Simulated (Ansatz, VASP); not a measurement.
## Two plane-wave programs on Ge

INCAR

```
SYSTEM = Ge
PREC = Accurate
ENCUT = 520
EDIFF = 1E-7
ISMEAR = 0
SIGMA = 0.15
LREAL = .FALSE.
LASPH = .TRUE.
NELM = 80
ALGO = Normal
ISIF = 2
LWAVE = .FALSE.
LCHARG = .TRUE.
GGA = PS
LELF = .TRUE.
LVHAR = .TRUE.
NBANDS = 66
```

Contents of KPOINTS:

```
regular mesh
0
G
  11 11 3
  0 0 0
```

POSCAR

```
Ge
1.0
   -2.0020822485     -3.4677081753      0.0000000000
    2.0020822485     -3.4677081753      0.0000000000
    0.0000000000      0.0000000000     13.1450496104
Ge
8
Direct
    0.0000000000      0.0000000000      0.4068073295
    0.0000000000      0.0000000000      0.5931926705
    0.0000000000      0.0000000000      0.9068073295
    0.0000000000      0.0000000000      0.0931926705
    0.6666666667      0.6666666667      0.3441392333
    0.3333333333      0.3333333333      0.6558607667
    0.3333333333      0.3333333333      0.8441392333
    0.6666666667      0.6666666667      0.1558607667
```

Input for Ansatz:

```yaml
crystal:
  lattice:
    - [-2.0020822485, -3.4677081753, 0.0]
    - [2.0020822485, -3.4677081753, 0.0]
    - [0.0, 0.0, 13.1450496104]
  atoms:
    - { symbol: Ge, position: [0.0, 0.0, 0.4068073295] }
    - { symbol: Ge, position: [0.0, 0.0, 0.5931926705] }
    - { symbol: Ge, position: [0.0, 0.0, 0.9068073295] }
    - { symbol: Ge, position: [0.0, 0.0, 0.0931926705] }
    - { symbol: Ge, position: [0.6666666667, 0.6666666667, 0.3441392333] }
    - { symbol: Ge, position: [0.3333333333, 0.3333333333, 0.6558607667] }
    - { symbol: Ge, position: [0.3333333333, 0.3333333333, 0.8441392333] }
    - { symbol: Ge, position: [0.6666666667, 0.6666666667, 0.1558607667] }
basis:
  ecutwfc: 420
kpoints:
  mp_grid: { grid: [11, 11, 3] }
hamiltonian:
  xc: pbesol
scf:
  occupations: { method: gaussian, width: 0.15 }
output:
  forces: true
  stress: true
  eigenvalues: true
```

Alike in both runs: task single point; functional PBEsol; k mesh 11 × 11 × 3; occupations gaussian, width 0.15 eV; no spin polarisation.

```csv
,VASP,Ansatz
version,VASP 6.6.1,Ansatz 0.2.0
potentials or method,"VASP PAW PBE potentials, release 64 (Ge_d), cutoff 520 eV","scalar-relativistic, plane waves, PAW"
valence electrons in the cell,112,112
```

|  | VASP | Ansatz | Ansatz less VASP |
| --- | --- | --- | --- |
| gap on the k mesh at the Fermi level (eV) | 0.04 | 0.04 | -0.002 |
| least direct gap on the mesh (eV) | 0.05 | 0.05 | +0.004 |
| pressure (GPa) | -0.1 | 0.0 | +0.09 |

VASP's potentials were made for PBE, not for PBEsol.
